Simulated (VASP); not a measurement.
# Al (Fm-3m) in VASP: a series of runs

Runs on Al. Level: PBE. Tasks: single point.

Program: VASP 6.6.1. These are calculated values, not measurements. Logs are shortened: lines on timing, memory, paths and dates and some standing lists are left out, and cuts for length are marked.

### 1 The cell of the first run

The structure is cubic, space group Fm-3m (No. 225). Conventional cell: a = 3.939 Å, b = 3.939 Å, c = 3.939 Å, α = 90.00°, β = 90.00°, γ = 90.00°. Al (site symmetry m-3m) has 12 Al at 2.79 Å within 3.7 Å.

### 2 Single point, PBE

Input file INCAR:

```
PREC = Accurate
ENCUT = 520
EDIFF = 1E-7
ISMEAR = -1
SIGMA = 0.15
LREAL = False
LASPH = True
NELM = 80
ALGO = Normal
ISIF = 2
LWAVE = False
LCHARG = True
GGA = PE
LELF = True
LVHAR = True
NBANDS = 8
```

Input file KPOINTS:

```
Automatic mesh
0
Gamma
  12 12 12
```

Input file POSCAR:

```
Al
1.0
    0.0000000000      1.9693027183      1.9693027183
    1.9693027183      0.0000000000      1.9693027183
    1.9693027183      1.9693027183      0.0000000000
Al
1
Direct
    0.0000000000      0.0000000000      0.0000000000
```

Potentials or basis: VASP PAW PBE potentials, release 64 (Al).

On the command line:

```console
cat potpaw_PBE.64/Al/POTCAR > POTCAR
mpirun -np 1 vasp_std > vasp.out
```

OUTCAR:

```text
PREC = Accurate
   ENCUT = 520
   EDIFF = 1E-7
   ISMEAR = -1
   LREAL = False
   LASPH = True
   NELM = 80
   ISIF = 2
   GGA = PE

 ion  position               nearest neighbor table
   1  0.000  0.000  0.000-

  LATTYP: Found a face centered cubic cell.
 ALAT       =     3.9386054366

  Lattice vectors:

 A1 = (   0.0000000000,   1.9693027183,   1.9693027183)
 A2 = (   1.9693027183,   0.0000000000,   1.9693027183)
 A3 = (   1.9693027183,   1.9693027183,   0.0000000000)

Analysis of symmetry for initial positions (statically):
=====================================================================
 Subroutine PRICEL returns:
 Original cell was already a primitive cell.

 Routine SETGRP: Setting up the symmetry group for a
 face centered cubic supercell.

 Subroutine GETGRP returns: Found 48 space group operations
 (whereof 48 operations were pure point group operations)
 out of a pool of 48 trial point group operations.

The static configuration has the point symmetry O_h .

Analysis of symmetry for dynamics (positions and initial velocities):
=====================================================================
 Subroutine PRICEL returns:
 Original cell was already a primitive cell.

 Routine SETGRP: Setting up the symmetry group for a
 face centered cubic supercell.

 Subroutine GETGRP returns: Found 48 space group operations
 (whereof 48 operations were pure point group operations)
 out of a pool of 48 trial point group operations.

The dynamic configuration has the point symmetry O_h .

 Subroutine INISYM returns: Found 48 space group operations
 (whereof 48 operations are pure point group operations),
 and found     1 'primitive' translations

----------------------------------------------------------------------------------------

                                     Primitive cell

  volume of cell :      15.2745

  direct lattice vectors                    reciprocal lattice vectors
     0.000000000  1.969302718  1.969302718    -0.253896973  0.253896973  0.253896973
     1.969302718  0.000000000  1.969302718     0.253896973 -0.253896973  0.253896973
     1.969302718  1.969302718  0.000000000     0.253896973  0.253896973 -0.253896973

  length of vectors
     2.785014613  2.785014613  2.785014613     0.439762458  0.439762458  0.439762458

  position of ions in fractional coordinates (direct lattice)
     0.000000000  0.000000000  0.000000000

  ion indices of the primitive-cell ions
   primitive index   ion index
                 1           1

----------------------------------------------------------------------------------------

 KPOINTS: Automatic mesh

Automatic generation of k-mesh.
 Grid dimensions read from file:
 generate k-points for:   12   12   12

 Generating k-lattice:

  Cartesian coordinates                     Fractional coordinates (reciprocal lattice)
    -0.021158081  0.021158081  0.021158081     0.083333333  0.000000000  0.000000000
     0.021158081 -0.021158081  0.021158081     0.000000000  0.083333333  0.000000000
     0.021158081  0.021158081 -0.021158081     0.000000000  0.000000000  0.083333333

  Length of vectors
     0.036646871  0.036646871  0.036646871

  Shift w.r.t. Gamma in fractional coordinates (k-lattice)
     0.000000000  0.000000000  0.000000000

 Subroutine IBZKPT returns following result:
 ===========================================

 Found     72 irreducible k-points:

 Following reciprocal coordinates:
            Coordinates               Weight
  0.000000  0.000000  0.000000      1.000000
  0.083333  0.000000  0.000000      8.000000
  0.166667  0.000000  0.000000      8.000000
  0.250000  0.000000  0.000000      8.000000
  0.333333  0.000000  0.000000      8.000000
  0.416667  0.000000  0.000000      8.000000
[... 16 lines left out ...]
  0.500000  0.166667  0.000000     24.000000
 -0.416667  0.166667  0.000000     24.000000
 [... further k-points ...]
   k-points           NKPTS =     72   k-points in BZ     NKDIM =     72   number of bands    NBANDS=      8
   number of dos      NEDOS =    301   number of ions     NIONS =      1
   total plane-waves  NPLWV =  13824
   dimension x,y,z NGX =    24 NGY =   24 NGZ =   24
   dimension x,y,z NGXF=    48 NGYF=   48 NGZF=   48
   ions per type =               1
   NGX,Y,Z   is equivalent  to a cutoff of  14.33, 14.33, 14.33 a.u.
   NGXF,Y,Z  is equivalent  to a cutoff of  28.65, 28.65, 28.65 a.u.
 SYSTEM =  unknown system
   PREC   = accura    normal or accurate (medium, high low for compatibility)
   ISTART =      0    job   : 0-new  1-cont  2-samecut
   ICHARG =      2    charge: 1-file 2-atom 10-const
   ISPIN  =      1    spin polarized calculation?
   LNONCOLLINEAR =      F non collinear calculations
   LSORBIT =      F    spin-orbit coupling
   LASPH  =      T    aspherical Exc in radial PAW
   ENCUT  =  520.0 eV  38.22 Ry    6.18 a.u.   5.18  5.18  5.18*2*pi/ulx,y,z
   NELM   =     80;   NELMIN=  2; NELMDL= -5     # of ELM steps
   EDIFF  = 0.1E-06   stopping-criterion for ELM
   LREAL  =      F    real-space projection
   EDIFFG = 0.1E-05   stopping-criterion for IOM
   NSW    =      0    number of steps for IOM
   IBRION =     -1    ionic relax: 0-MD 1-quasi-New 2-CG
   NFREE  =      0    steps in history (QN), initial steepest desc. (CG)
   ISIF   =      2    stress and relaxation
   ISYM   =      2    0-nonsym 1-usesym 2-fastsym
   POTIM  = 0.5000    time-step for ionic-motion
   TEBEG  =    0.0;   TEEND  =   0.0 temperature during run
   PSTRESS=    0.0 pullay stress
   NELECT =       3.0000    total number of electrons
   NUPDOWN=      -1.0000    fix difference up-down
   EMIN   =  10.00;   EMAX   =-10.00  energy-range for DOS
   EFERMI =   0.00;   METHOD = LEGACY
   ISMEAR =    -1;   SIGMA  =   0.15  broadening in eV -4-tet -1-fermi 0-gaus
   EFERMI_NEDOS =   21; number of points for ismear=-14 and -15
   IALGO  =     38    algorithm
   IMIX   =      4    mixing-type and parameters
     AMIX     =   0.40;   BMIX     =  1.00
     AMIX_MAG =   1.60;   BMIX_MAG =  1.00
  volume/ion in A,a.u.               =      15.27       103.08
  Fermi-wavevector in a.u.,A,eV,Ry     =   0.951611  1.798284 12.320938  0.905563
  Thomas-Fermi vector in A             =   2.080097
   LORBIT       =      0    0 simple, 1 ext, 2 COOP (PROOUT), +10 PAW based schemes
   GGA     = PE    functional components
   LHFCALC =     F    Hartree Fock is set to
   AEXX    =    0.0000 exact exchange contribution
   IVDW    =     0    specifies the selected vdW correction
   LEPSILON=     F    determine dielectric tensor
   LRPA    =     F    only Hartree local field effects (RPA)
 non-spin polarized calculation
  energy-cutoff  :      520.00
  volume of cell :       15.27
 maximum number of plane-waves:       424
 NGX is ok and might be reduce to    24
   NGX = 11   NGY = 11   NGZ = 11

 number of electron       3.0000000 magnetization

 Free energy of the ion-electron system (eV)
  ---------------------------------------------------
  ext. energy  EPLUGINS =         0.00000000
  ---------------------------------------------------
  free energy    TOTEN  =        -3.74143864 eV

  energy without entropy =       -3.71440777  energy(sigma->0) =       -3.72792321

 E-fermi :   8.7416     XC(G=0): -10.4788

 val. band max:        8.6799525185   @ k =  -0.3333   0.4167   0.0833
 cond. band min:       8.7480208572   @ k =  -0.4167   0.4167   0.0833
 fundamental gap:      0.0680683387
 Fermi energy:         8.7416340163

 k-point     1 :       0.0000    0.0000    0.0000
  band No.  band energies     occupation
      1      -2.8492      2.00000
      2      21.8858      0.00000
      3      21.8858      0.00000
      4      21.8858      0.00000
      5      23.9827      0.00000
      6      23.9827      0.00000
      7      23.9827      0.00000
      8      25.8661      0.00000

 k-point     2 :       0.0833    0.0000    0.0000
  band No.  band energies     occupation
      1      -2.6506      2.00000
      2      19.2716      0.00000
      3      21.4072      0.00000
      4      21.4072      0.00000
      5      24.4657      0.00000
      6      24.7760      0.00000
      7      24.7760      0.00000
      8      27.8575      0.00000

 k-point     3 :       0.1667    0.0000    0.0000
  band No.  band energies     occupation
      1      -2.0566      2.00000
      2      15.7711      0.00000
      3      20.7391      0.00000
      4      20.7391      0.00000
      5      24.1994      0.00000
      6      25.8511      0.00000
      7      25.8511      0.00000
      8      26.8254      0.00000

 k-point     4 :       0.2500    0.0000    0.0000
  band No.  band energies     occupation
      1      -1.0725      2.00000
      2      12.4273      0.00000
      3      20.3008      0.00000
      4      20.3008      0.00000
      5      23.9217      0.00000
      6      24.3554      0.00000
      7      24.3554      0.00000
      8      28.5409      0.00000

 k-point     5 :       0.3333    0.0000    0.0000
  band No.  band energies     occupation
      1       0.2929      2.00000
      2       9.3514      0.03374
      3      20.1603      0.00000
      4      20.1603      0.00000
      5      22.8936      0.00000
      6      22.8936      0.00000
      7      23.8684      0.00000
      8      27.0678      0.00000
[... 177 lines left out ...]
 k-point    22 :       0.4167    0.1667    0.0000
  band No.  band energies     occupation
      1       1.5148      2.00000
      2       9.0251      0.26251
      3      16.4559      0.00000
      4      17.1947      0.00000
      5      19.0089      0.00000
      6      26.5528      0.00000
      7      26.6395      0.00000
      8      29.7163      0.00000

 k-point    23 :       0.5000    0.1667    0.0000
  band No.  band energies     occupation
      1       3.3526      2.00000
      2       6.3958      2.00000
      3      15.3594      0.00000
      4      17.4813      0.00000
      5      19.3501      0.00000
      6      25.6171      0.00000
      7      28.2023      0.00000
      8      30.0381      0.00000

 k-point    24 :      -0.4167    0.1667    0.0000
  band No.  band energies     occupation
      1       4.0334      2.00000
      2       5.5977      2.00000
      3      14.6082      0.00000
      4      18.1037      0.00000
      5      20.0434      0.00000
      6      24.8926      0.00000
      7      27.8260      0.00000
      8      30.7757      0.00000

 [... further k-points ...]

------------------------ aborting loop because EDIFF is reached ----------------------------------------

  FORCE on cell =-STRESS in cart. coord.  units (eV):
  Direction    XX          YY          ZZ          XY          YZ          ZX
  --------------------------------------------------------------------------------------
  -------------------------------------------------------------------------------------
  Total        0.6919536      0.6919536      0.6919536     -0.0000000      0.0000000      0.0000000
  in kB       72.5805272     72.5805272     72.5805272     -0.0000000      0.0000000      0.0000000
  external PRESSURE =      72.5805272 kB  Pullay stress =       0.0000000 kB

 VOLUME and BASIS-vectors are now :
 -----------------------------------------------------------------------------
  energy-cutoff  :      520.00
  volume of cell :       15.27
      direct lattice vectors                 reciprocal lattice vectors
     0.000000000  1.969302718  1.969302718    -0.253896973  0.253896973  0.253896973
     1.969302718  0.000000000  1.969302718     0.253896973 -0.253896973  0.253896973
     1.969302718  1.969302718  0.000000000     0.253896973  0.253896973 -0.253896973

 POSITION                                       TOTAL-FORCE (eV/Angst)
 -----------------------------------------------------------------------------------
      0.00000      0.00000      0.00000         0.000000      0.000000      0.000000
 -----------------------------------------------------------------------------------
    total drift:                                0.000000     -0.000000     -0.000000

  FREE ENERGIE OF THE ION-ELECTRON SYSTEM (eV)
  ---------------------------------------------------
  free  energy   TOTEN  =        -3.7414386441 eV

  energy  without entropy=       -3.7144077692  energy(sigma->0) =       -3.72792321
```

Wall time 9.6 s (1 thread of Intel Xeon 8259CL, shared host); peak memory 0.13 GiB.

Results:

```yaml
Free_energy: -3.7414 eV
Pressure: 7.3 GPa
```

### 3 Single point, PBE

This run uses another cell than the first one, of 15.94 Å³/atom, 1.043 times its volume.

Input file INCAR:

```
ALGO = Normal ; EDIFF = 1E-6
ENCUT = 520 ; GGA = PE
ISIF = 2 ; ISMEAR = -1
LASPH = True ; LCHARG = True
LELF = True ; LREAL = False
LVHAR = True ; LWAVE = False
NBANDS = 8 ; NELM = 80
PREC = Accurate ; SIGMA = 0.15
```

Input file KPOINTS:

```
k-points
0
Gamma
  12 12 12
```

Input file POSCAR:

```
Al
1.0
    0.0000000000      1.9974394157      1.9974394157
    1.9974394157      0.0000000000      1.9974394157
    1.9974394157      1.9974394157      0.0000000000
Al
1
Direct
    0.0000000000      0.0000000000      0.0000000000
```

Potentials or basis: VASP PAW PBE potentials, release 64 (Al).

On the command line:

```console
cat potpaw_PBE.64/Al/POTCAR > POTCAR
mpirun -np 1 vasp_std > vasp.out
```

Run time: 8.7 s. Hardware: 1 thread of Intel Xeon 8259CL, shared host; peak memory 0.13 GiB.

The run converged. Its results:

| Property | Result |
| --- | --- |
| Free energy | -3.7624 eV |
| Pressure | 3.0 GPa |

Levels at points of the mesh, in eV from the Fermi level:
| k point | band 1 | band 2 | band 3 | band 4 | band 5 |
| --- | --- | --- | --- | --- | --- |
| (0.00, 0.00, 0.00) | -11.29 | 12.90 | 12.90 | 12.90 | 14.65 |
| (0.50, 0.00, 0.00) | -4.65 | -4.34 | 11.70 | 11.70 | 11.87 |
| (0.50, 0.50, 0.00) | -2.93 | -1.53 | 5.35 | 5.84 | 5.84 |
